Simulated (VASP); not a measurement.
Runs of VASP 6.6.1 on Lu3BeH3. The structure is that of space group Pm-3m (No. 221), or close to it. The cells are those of the table. The cell was built from a structure type or drawn by symmetry, and may not be a known phase.

```csv
task,cell,k mesh,cutoff (eV),gap on the mesh (eV),pressure (GPa),relaxed volume (Å³/atom)
single point,"a = 5.020 Å, 7 atoms",8 × 8 × 8,520,none,(a),-
single point,"a = 6.094 Å, 7 atoms",4 × 4 × 4,520,-,-10.5,-
relaxation of cell and atoms,"relaxed from a = 6.094 Å, 7 atoms",4 × 4 × 4,600,none,-0.3,18.28
relaxation of cell and atoms,"relaxed from a = 5.029 Å, 7 atoms",8 × 8 × 8,600,none,-0.1,18.14
single point,"a = 5.029 Å, 7 atoms",4 × 4 × 4,520,none,-0.1,-
```

Alike in all rows: level PBE; potentials or basis VASP PAW PBE potentials, release 64 (Lu, Be, H); no spin polarisation; smearing gaussian 0.1 eV.

Question: Fill in the values left out.

Answer: (a) 0.1.

Caveats: spin-orbit coupling is left out, which moves the levels of the heavy elements; the cell stands under tension (at least some runs); the volume moved by over 15 % at a fixed basis, so the end points are rough (at least some runs).

A k mesh can miss the band edges, and the runs leave out spin-orbit coupling on Lu.

A gap of «none» marks levels without a gap at the run's occupations.
